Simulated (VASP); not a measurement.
Input of a VASP 6.6.1 run:

File POSCAR:

```
HoNi5
1.0
    4.8799982800      0.0000000000      0.0000000000
   -2.4399991400      4.2262024800      0.0000000000
    0.0000000000      0.0000000000      3.9600000000
Ho Ni
1 5
Direct
    0.0000000000      0.0000000000      0.0000000000
    0.3333333300      0.6666666700      0.0000000000
    0.6666666700      0.3333333300      0.0000000000
    0.5000000000      0.0000000000      0.5000000000
    0.5000000000      0.5000000000      0.5000000000
    0.0000000000      0.5000000000      0.5000000000
```

The input INCAR.step1:

```
SYSTEM = HoNi5
  PREC = Accurate
  ENCUT = 520
  ISMEAR = 0
  SIGMA = 0.1
  LREAL = .False.
  LASPH = .True.
  NELM = 150
  ISPIN = 2
  MAGMOM = 4 2 2 2 2 2
  LMAXMIX = 6
  NBANDS = 48
  GGA = PE
  ALGO = Normal
  EDIFF = 1E-4
  LWAVE = .True.
  LCHARG = .False.
```

File INCAR.step2:

```
SYSTEM = HoNi5
  PREC = Accurate
  ENCUT = 520
  EDIFF = 1E-6
  ISMEAR = 0
  SIGMA = 0.1
  LREAL = .False.
  LASPH = .True.
  NELM = 150
  ALGO = Normal
  ISIF = 2
  LWAVE = .False.
  LCHARG = .False.
  ISPIN = 2
  MAGMOM = 4 2 2 2 2 2
  LORBIT = 11
  LMAXMIX = 6
  METAGGA = R2SCAN
  LMIXTAU = .True.
  NBANDS = 48
  ISTART = 1
```

Contents of KPOINTS:

```
Automatic mesh
0
Gamma
  4 4 5
  0 0 0
```

Potentials or basis: VASP PAW PBE potentials, release 64 (Ho, Ni).

The run is started by

```sh
$ cat potpaw_PBE.64/Ho/POTCAR potpaw_PBE.64/Ni/POTCAR > POTCAR
$ cp INCAR.step1 INCAR
$ mpirun -np 1 vasp_std > vasp.out
$ cp INCAR.step2 INCAR
$ mpirun -np 1 vasp_std > vasp.out
```

(1) Predict the pressure.

(2) Estimate the site moments.

(3) What does it give for the net moment?

Answers

(1) -4.8 GPa.

(2) Ho +3.78; Ni +0.41, +0.52 μB.

(3) 6.08 μB per cell.

Caveat: the k points lie up to 0.37 Å⁻¹ apart; the magnetic or orbital state may not be the lowest; the PAW data sets were made with another functional, which shifts forces and pressure a little.
